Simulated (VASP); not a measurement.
## NaF: single point with PBE

The system is NaF.

```
CELL_PARAMETERS angstrom
0.00000 2.29724 2.29724
2.29724 0.00000 2.29724
2.29724 2.29724 0.00000
ATOMIC_POSITIONS crystal
Na 0.00000 0.00000 0.00000
F 0.50000 0.50000 0.50000
```

```yaml
Program: VASP 6.6.1
Task: single point
Functional: PBE
Potentials_or_basis: VASP PAW PBE potentials, release 64 (Na_pv, F)
Cutoff: 520 eV
k_mesh: 10 × 10 × 10
Occupations: fermi-dirac, width 0.02 eV
Spin: no spin polarisation
Dipole_correction: no
Further_INCAR_settings: ALGO = Normal; EDIFF = 1e-06; NBANDS = 14
```

The pressure is 3.5 GPa and the band gap on the k mesh is 6.44 eV.

Levels at points of the mesh, in eV from the valence-band top:
```
           k point  band 5  band 6  band 7  band 8  band 9  band 10
(0.00, 0.00, 0.00)    0.00    0.00    0.00    6.44   19.16    19.16
(0.50, 0.00, 0.00)   -1.64   -0.27   -0.27   10.94   12.69    20.39
(0.50, 0.50, 0.00)   -1.31   -0.42   -0.42   13.37   13.39    13.86
```

It took 19 s on 1 thread of AMD EPYC 7R13, on a shared host, peak memory 0.11 GiB.

Caveat: the cell stands under pressure. As with any semilocal functional, this PBE gap is likely too small.
